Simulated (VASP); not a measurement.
# MoN2 (P4/mbm) in VASP: notebook

The runs below take MoN2 through single point, with PBEsol+U.

Everything below comes from runs of VASP 6.6.1. Logs are shortened: lines on timing, memory, paths and dates and some standing lists are left out, and cuts for length are marked.

## 1. The cell of the first run

The structure is tetragonal, space group P4/mbm (No. 127). Conventional cell: a = 4.348 Å, b = 4.348 Å, c = 2.767 Å, α = 90.00°, β = 90.00°, γ = 90.00°. Within 3.1 Å of Mo (site symmetry 4/m) lie 16 N at 2.24 to 3.04 Å and 6 Mo at 2.77 to 3.07 Å. Within 1.8 Å of N (site symmetry m2m) lie 1 N at 1.37 Å.

## 2. Single point, PBEsol+U

The input, INCAR:

```
SYSTEM = MoN2
ALGO     = Fast           ! electronic algorithm
EDIFF    = 1E-6           ! SCF threshold, eV
ENCUT    = 520            ! plane-wave cutoff, eV
GGA      = PS             ! functional
ISIF     = 2              ! what is computed and relaxed
ISMEAR   = -1             ! smearing method
LASPH    = .True.         ! aspherical terms in the spheres
LCHARG   = .True.         ! write CHGCAR
LDAU     = .True.         ! DFT+U
LDAUJ    = 0 0          
LDAUL    = 2 -1           ! shell
LDAUPRINT= 1            
LDAUTYPE = 2            
LDAUU    = 3 0            ! U, eV
LELF     = .True.         ! ELF
LMAXMIX  = 4              ! l up to which the mixer works
LREAL    = .False.        ! projectors in reciprocal space
LVHAR    = .True.       
LWAVE    = .False.        ! write WAVECAR
NBANDS   = 33             ! bands
NELM     = 150            ! most SCF steps
PREC     = Accurate       ! precision mode
SIGMA    = 0.05           ! smearing width, eV
```

The input, KPOINTS:

```
k-points
0
Gamma
  6 6 10
  0 0 0
```

The input, POSCAR:

```
MoN2
1.0
    4.3480530000      0.0000000000      0.0000000000
    0.0000000000      4.3480530000      0.0000000000
    0.0000000000      0.0000000000      2.7674600000
Mo N
2 4
Direct
    0.0000000000      0.0000000000      0.0000000000
    0.5000000000      0.5000000000      0.0000000000
    0.6116470000      0.8883530000      0.5000000000
    0.3883530000      0.1116470000      0.5000000000
    0.1116470000      0.6116470000      0.5000000000
    0.8883530000      0.3883530000      0.5000000000
```

Potentials or basis: VASP PAW PBE potentials, release 64 (Mo_sv, N).

On the command line:

```console
cat potpaw_PBE.64/Mo_sv/POTCAR potpaw_PBE.64/N/POTCAR > POTCAR
mpirun -np 1 vasp_std > vasp.out
```

OUTCAR:

```text
SYSTEM = MoN2
   EDIFF = 1E-6
   ENCUT = 520
   GGA = PS
   ISIF = 2
   ISMEAR = -1
   LASPH = .True.
   LREAL = .False.
   NELM = 150
   PREC = Accurate

 ion  position               nearest neighbor table
   1  0.000  0.000  0.000-   3 2.24   4 2.24   5 2.24   6 2.24   3 2.24   4 2.24   5 2.24   6 2.24
                             2 3.07   2 3.07   2 3.07   2 3.07
   2  0.500  0.500  0.000-   3 2.24   4 2.24   5 2.24   6 2.24   3 2.24   4 2.24   5 2.24   6 2.24
                             1 3.07   1 3.07   1 3.07   1 3.07
   3  0.612  0.888  0.500-   4 1.37   2 2.24   1 2.24   1 2.24   2 2.24
   4  0.388  0.112  0.500-   3 1.37   2 2.24   1 2.24   1 2.24   2 2.24
   5  0.112  0.612  0.500-   6 1.37   2 2.24   1 2.24   1 2.24   2 2.24
   6  0.888  0.388  0.500-   5 1.37   2 2.24   1 2.24   1 2.24   2 2.24

  LATTYP: Found a simple tetragonal cell.
 ALAT       =     4.3480530000
 C/A-ratio  =     0.6364825820

  Lattice vectors:

 A1 = (   4.3480530000,   0.0000000000,   0.0000000000)
 A2 = (   0.0000000000,   4.3480530000,   0.0000000000)
 A3 = (   0.0000000000,   0.0000000000,   2.7674600000)

Analysis of symmetry for initial positions (statically):
=====================================================================
 Subroutine PRICEL returns:
 Original cell was already a primitive cell.

 Routine SETGRP: Setting up the symmetry group for a
 simple tetragonal supercell.

 Subroutine GETGRP returns: Found 16 space group operations
 (whereof  8 operations were pure point group operations)
 out of a pool of 16 trial point group operations.

The static configuration has the point symmetry C_4h.
 The point group associated with its full space group is D_4h.

Analysis of symmetry for dynamics (positions and initial velocities):
=====================================================================
 Subroutine PRICEL returns:
 Original cell was already a primitive cell.

 Routine SETGRP: Setting up the symmetry group for a
 simple tetragonal supercell.

 Subroutine GETGRP returns: Found 16 space group operations
 (whereof  8 operations were pure point group operations)
 out of a pool of 16 trial point group operations.

The dynamic configuration has the point symmetry C_4h.
 The point group associated with its full space group is D_4h.

 Subroutine INISYM returns: Found 16 space group operations
 (whereof  8 operations are pure point group operations),
 and found     1 'primitive' translations

----------------------------------------------------------------------------------------

                                     Primitive cell

  volume of cell :      52.3204

  direct lattice vectors                    reciprocal lattice vectors
     4.348053000  0.000000000  0.000000000     0.229987997  0.000000000  0.000000000
     0.000000000  4.348053000  0.000000000     0.000000000  0.229987997  0.000000000
     0.000000000  0.000000000  2.767460000     0.000000000  0.000000000  0.361342169

  length of vectors
     4.348053000  4.348053000  2.767460000     0.229987997  0.229987997  0.361342169

  position of ions in fractional coordinates (direct lattice)
     0.000000000  0.000000000  0.000000000
     0.500000000  0.500000000  0.000000000
     0.611647000  0.888353000  0.500000000
     0.388353000  0.111647000  0.500000000
     0.111647000  0.611647000  0.500000000
     0.888353000  0.388353000  0.500000000

  ion indices of the primitive-cell ions
   primitive index   ion index
[... 107 lines left out ...]
   GGA     = PS    functional components
   LHFCALC =     F    Hartree Fock is set to
   AEXX    =    0.0000 exact exchange contribution
   IVDW    =     0    specifies the selected vdW correction
   LEPSILON=     F    determine dielectric tensor
   LRPA    =     F    only Hartree local field effects (RPA)
 non-spin polarized calculation
 RMM-DIIS sequential band-by-band and
  energy-cutoff  :      520.00
  volume of cell :       52.32
 maximum number of plane-waves:      1444
   NGX = 17   NGY = 17   NGZ = 11

atom =   1  type =  1  l = 2

 onsite density matrix

spin component  1

  0.4086 -0.0000 -0.0000  0.0000 -0.1482
 -0.0000  0.3249  0.0000  0.0000 -0.0000
 -0.0000  0.0000  0.4107  0.0000 -0.0000
  0.0000  0.0000  0.0000  0.3249  0.0000
 -0.1482 -0.0000 -0.0000  0.0000  0.4682

spin component  2

  0.4086 -0.0000 -0.0000  0.0000 -0.1482
 -0.0000  0.3249  0.0000  0.0000 -0.0000
 -0.0000  0.0000  0.4107  0.0000 -0.0000
  0.0000  0.0000  0.0000  0.3249  0.0000
 -0.1482 -0.0000 -0.0000  0.0000  0.4682

 occupancies and eigenvectors

  o =  0.2873  v = -0.7737  0.0000 -0.0000  0.0000 -0.6336  0.0000  0.0000  0.0000  0.0000  0.0000      0.0000  0.0000  0.0000  0.0000  0.0000  0.0000  0.0000  0.0000  0.0000  0.0000
  o =  0.2873  v =  0.0000  0.0000  0.0000  0.0000  0.0000 -0.7737  0.0000 -0.0000  0.0000 -0.6336      0.0000  0.0000  0.0000  0.0000  0.0000  0.0000  0.0000  0.0000  0.0000  0.0000
  o =  0.3249  v =  0.0000  1.0000  0.0000  0.0024  0.0000  0.0000  0.0000  0.0000  0.0000  0.0000      0.0000  0.0000  0.0000  0.0000  0.0000  0.0000  0.0000  0.0000  0.0000  0.0000
  o =  0.3249  v =  0.0000  0.0000  0.0000  0.0000  0.0000  0.0000  1.0000  0.0000  0.0024  0.0000      0.0000  0.0000  0.0000  0.0000  0.0000  0.0000  0.0000  0.0000  0.0000  0.0000
  o =  0.3249  v =  0.0000  0.0024  0.0000 -1.0000  0.0000  0.0000  0.0000  0.0000  0.0000  0.0000      0.0000  0.0000  0.0000  0.0000  0.0000  0.0000  0.0000  0.0000  0.0000  0.0000
  o =  0.3249  v =  0.0000  0.0000  0.0000  0.0000  0.0000  0.0000  0.0024  0.0000 -1.0000  0.0000      0.0000  0.0000  0.0000  0.0000  0.0000  0.0000  0.0000  0.0000  0.0000  0.0000
  o =  0.4107  v =  0.0000  0.0000  0.0000  0.0000  0.0000  0.0000  0.0000 -1.0000 -0.0000  0.0000      0.0000  0.0000  0.0000  0.0000  0.0000  0.0000  0.0000  0.0000  0.0000  0.0000
  o =  0.4107  v =  0.0000  0.0000 -1.0000 -0.0000  0.0000  0.0000  0.0000  0.0000  0.0000  0.0000      0.0000  0.0000  0.0000  0.0000  0.0000  0.0000  0.0000  0.0000  0.0000  0.0000
  o =  0.5896  v =  0.6336  0.0000 -0.0000  0.0000 -0.7737  0.0000  0.0000  0.0000  0.0000  0.0000      0.0000  0.0000  0.0000  0.0000  0.0000  0.0000  0.0000  0.0000  0.0000  0.0000
  o =  0.5896  v =  0.0000  0.0000  0.0000  0.0000  0.0000  0.6336  0.0000 -0.0000  0.0000 -0.7737      0.0000  0.0000  0.0000  0.0000  0.0000  0.0000  0.0000  0.0000  0.0000  0.0000

atom =   2  type =  1  l = 2

 onsite density matrix

spin component  1

  0.4086 -0.0000  0.0000  0.0000  0.1482
 -0.0000  0.3249 -0.0000  0.0000 -0.0000
  0.0000 -0.0000  0.4107 -0.0000 -0.0000
  0.0000  0.0000 -0.0000  0.3249  0.0000
  0.1482 -0.0000 -0.0000  0.0000  0.4682

spin component  2

  0.4086 -0.0000  0.0000  0.0000  0.1482
 -0.0000  0.3249 -0.0000  0.0000 -0.0000
  0.0000 -0.0000  0.4107 -0.0000 -0.0000
  0.0000  0.0000 -0.0000  0.3249  0.0000
  0.1482 -0.0000 -0.0000  0.0000  0.4682

 occupancies and eigenvectors

  o =  0.2873  v =  0.7737 -0.0000 -0.0000  0.0000 -0.6336  0.0000  0.0000  0.0000  0.0000  0.0000      0.0000  0.0000  0.0000  0.0000  0.0000  0.0000  0.0000  0.0000  0.0000  0.0000
  o =  0.2873  v =  0.0000  0.0000  0.0000  0.0000  0.0000  0.7737 -0.0000 -0.0000  0.0000 -0.6336      0.0000  0.0000  0.0000  0.0000  0.0000  0.0000  0.0000  0.0000  0.0000  0.0000
  o =  0.3249  v =  0.0000  0.0000 -0.0000 -1.0000 -0.0000  0.0000  0.0000  0.0000  0.0000  0.0000      0.0000  0.0000  0.0000  0.0000  0.0000  0.0000  0.0000  0.0000  0.0000  0.0000
  o =  0.3249  v =  0.0000  0.0000  0.0000  0.0000  0.0000  0.0000  0.0000 -0.0000 -1.0000 -0.0000      0.0000  0.0000  0.0000  0.0000  0.0000  0.0000  0.0000  0.0000  0.0000  0.0000
  o =  0.3249  v =  0.0000  1.0000  0.0000  0.0000  0.0000  0.0000  0.0000  0.0000  0.0000  0.0000      0.0000  0.0000  0.0000  0.0000  0.0000  0.0000  0.0000  0.0000  0.0000  0.0000
  o =  0.3249  v =  0.0000  0.0000  0.0000  0.0000  0.0000  0.0000  1.0000  0.0000  0.0000  0.0000      0.0000  0.0000  0.0000  0.0000  0.0000  0.0000  0.0000  0.0000  0.0000  0.0000
  o =  0.4107  v =  0.0000  0.0000  0.0000  0.0000  0.0000 -0.0000  0.0000 -1.0000  0.0000 -0.0000      0.0000  0.0000  0.0000  0.0000  0.0000  0.0000  0.0000  0.0000  0.0000  0.0000
  o =  0.4107  v = -0.0000  0.0000 -1.0000  0.0000 -0.0000  0.0000  0.0000  0.0000  0.0000  0.0000      0.0000  0.0000  0.0000  0.0000  0.0000  0.0000  0.0000  0.0000  0.0000  0.0000
  o =  0.5896  v = -0.6336 -0.0000  0.0000 -0.0000 -0.7737  0.0000  0.0000  0.0000  0.0000  0.0000      0.0000  0.0000  0.0000  0.0000  0.0000  0.0000  0.0000  0.0000  0.0000  0.0000
  o =  0.5896  v =  0.0000  0.0000  0.0000  0.0000  0.0000 -0.6336 -0.0000  0.0000 -0.0000 -0.7737      0.0000  0.0000  0.0000  0.0000  0.0000  0.0000  0.0000  0.0000  0.0000  0.0000

 number of electron      47.9999998 magnetization

 Free energy of the ion-electron system (eV)
  ---------------------------------------------------
  ext. energy  EPLUGINS =         0.00000000
  ---------------------------------------------------
  free energy    TOTEN  =       -51.81367457 eV

  energy without entropy =      -51.79511189  energy(sigma->0) =      -51.80439323

 E-fermi :  12.0273     XC(G=0): -13.8568

 val. band max:       12.0082067138   @ k =   0.0000   0.0000   0.3000
 cond. band min:      12.0307655322   @ k =   0.3333   0.0000   0.0000
 fundamental gap:      0.0225588184
 Fermi energy:        12.0272795642

 k-point     1 :       0.0000    0.0000    0.0000
  band No.  band energies     occupation
      1     -50.1491      2.00000
      2     -50.0902      2.00000
      3     -24.3151      2.00000
      4     -24.3151      2.00000
      5     -24.0521      2.00000
      6     -23.9867      2.00000
[... 853 lines left out ...]
     32      16.9037      0.00000
     33      20.1696      0.00000

 [... further k-points ...]
[... 5 lines left out ...]
  --------------------------------------------------------------------------------------
  -------------------------------------------------------------------------------------
  Total       -3.0267331     -3.0267331     -2.8539762      0.0000000      0.0000000      0.0000000
  in kB      -92.6859069    -92.6859069    -87.3956714      0.0000000      0.0000000      0.0000000
  external PRESSURE =     -90.9224951 kB  Pullay stress =       0.0000000 kB

 VOLUME and BASIS-vectors are now :
 -----------------------------------------------------------------------------
  energy-cutoff  :      520.00
  volume of cell :       52.32
      direct lattice vectors                 reciprocal lattice vectors
     4.348053000  0.000000000  0.000000000     0.229987997  0.000000000  0.000000000
     0.000000000  4.348053000  0.000000000     0.000000000  0.229987997  0.000000000
     0.000000000  0.000000000  2.767460000     0.000000000  0.000000000  0.361342169

 POSITION                                       TOTAL-FORCE (eV/Angst)
 -----------------------------------------------------------------------------------
      0.00000      0.00000      0.00000        -0.000000      0.000000      0.000000
      2.17403      2.17403      0.00000        -0.000000      0.000000      0.000000
      2.65947      3.86261      1.38373         0.105799     -0.105799      0.000000
      1.68858      0.48545      1.38373        -0.105799      0.105799     -0.000000
      0.48545      2.65947      1.38373         0.105799      0.105799      0.000000
      3.86261      1.68858      1.38373        -0.105799     -0.105799      0.000000
 -----------------------------------------------------------------------------------
    total drift:                               -0.000000     -0.000000     -0.000000

  FREE ENERGIE OF THE ION-ELECTRON SYSTEM (eV)
  ---------------------------------------------------
  free  energy   TOTEN  =       -51.8136745740 eV

  energy  without entropy=      -51.7951118858  energy(sigma->0) =      -51.80439323
```

Run time: 1.8 min. Hardware: 1 thread of Oxide Virtual Turin-like, shared host; peak memory 0.18 GiB.

What came out:

```yaml
Free_energy: -51.8137 eV
Pressure: -9.1 GPa
Largest_force: 0.150 eV/Å
Band_gap_on_the_k_mesh: zero (bands 24 and 25 overlap by 2.06 eV)
```

Forces on the atoms (eV/Å):
```
Mo   0.000  0.000  0.000
Mo   0.000  0.000  0.000
N    0.106 -0.106  0.000
N   -0.106  0.106  0.000
N    0.106  0.106  0.000
N   -0.106 -0.106  0.000
```

Eigenvalues of the final occupation matrices:
| site | spin | trace | eigenvalues |
| --- | --- | --- | --- |
| site 1 d | 1 | 1.94 | 0.29 0.32 0.32 0.41 0.59 |
| site 1 d | 2 | 1.94 | 0.29 0.32 0.32 0.41 0.59 |
| site 2 d | 1 | 1.94 | 0.29 0.32 0.32 0.41 0.59 |
| site 2 d | 2 | 1.94 | 0.29 0.32 0.32 0.41 0.59 |

Caveat: the cell stands under tension; the PAW data sets were made with another functional, which shifts forces and pressure a little; U without spin polarisation on a metal has little footing.

## 3. Single point, PBEsol+U

The input, INCAR:

```
SYSTEM = MoN2
PREC = Accurate ; ENCUT = 520
EDIFF = 1E-7 ; ISMEAR = -1
SIGMA = 0.05 ; LREAL = .FALSE.
LASPH = .TRUE. ; NELM = 150
ALGO = Normal ; ISIF = 2
LWAVE = .FALSE. ; LCHARG = .FALSE.
LMAXMIX = 4 ; LDAU = .TRUE.
LDAUTYPE = 2 ; LDAUL = 2 -1
LDAUU = 4 0 ; LDAUJ = 0 0
LDAUPRINT = 1 ; GGA = PS
NBANDS = 33
```

The input, KPOINTS:

```
regular mesh
0
G
  6 6 10
  0 0 0
```

POSCAR is that of step 2.

Potentials or basis: VASP PAW PBE potentials, release 64 (Mo_sv, N).

On the command line:

```console
cat potpaw_PBE.64/Mo_sv/POTCAR potpaw_PBE.64/N/POTCAR > POTCAR
mpirun -np 1 vasp_std > vasp.out
```

Run time: 1.9 min. Hardware: 1 thread of Oxide Virtual Turin-like, shared host; peak memory 0.18 GiB.

The run converged. Its results:

- Free energy: -49.5775 eV
- Pressure: -7.1 GPa
- Largest force: 0.129 eV/Å
- Band gap on the k mesh: zero (bands 24 and 25 overlap by 2.09 eV)

Forces in eV/Å, atoms in the order of the input:
```
Mo   0.000  0.000  0.000
Mo   0.000  0.000  0.000
N    0.091 -0.091  0.000
N   -0.091  0.091  0.000
N    0.091  0.091  0.000
N   -0.091 -0.091  0.000
```

Stress tensor (GPa, compression positive):
```
-7.63  0.00  0.00
 0.00 -7.63  0.00
 0.00  0.00 -5.98
```

Levels at points of the mesh, in eV from the Fermi level:
```csv
k point,band 21,band 22,band 23,band 24,band 25,band 26,band 27,band 28
"(0.00, 0.00, 0.00)",-2.72,-2.72,-2.22,-2.18,1.00,1.00,1.08,1.58
"(0.50, 0.00, 0.00)",-1.73,-1.73,-1.34,-1.34,-0.45,-0.45,2.50,2.50
"(0.50, 0.50, 0.00)",-0.83,-0.83,0.39,0.39,0.58,0.58,1.41,1.41
"(0.00, 0.00, 0.50)",-2.00,-2.00,0.52,1.13,2.26,2.39,2.67,2.67
"(0.50, 0.00, 0.50)",-2.41,-2.41,-1.48,-1.48,2.55,2.55,3.29,3.29
"(0.50, 0.50, 0.50)",-4.86,-4.86,-1.75,-1.75,2.61,2.61,3.62,3.62
```

Eigenvalues of the final occupation matrices:
```
    site  spin  trace               eigenvalues
site 1 d     1   1.93  0.27 0.32 0.32 0.40 0.62
site 1 d     2   1.93  0.27 0.32 0.32 0.40 0.62
site 2 d     1   1.93  0.27 0.32 0.32 0.40 0.62
site 2 d     2   1.93  0.27 0.32 0.32 0.40 0.62
```

Caveat: the cell stands under tension; the PAW data sets were made with another functional, which shifts forces and pressure a little; U without spin polarisation on a metal has little footing.

The gap in the log of VASP goes by the Fermi energy; the results here count the filled bands.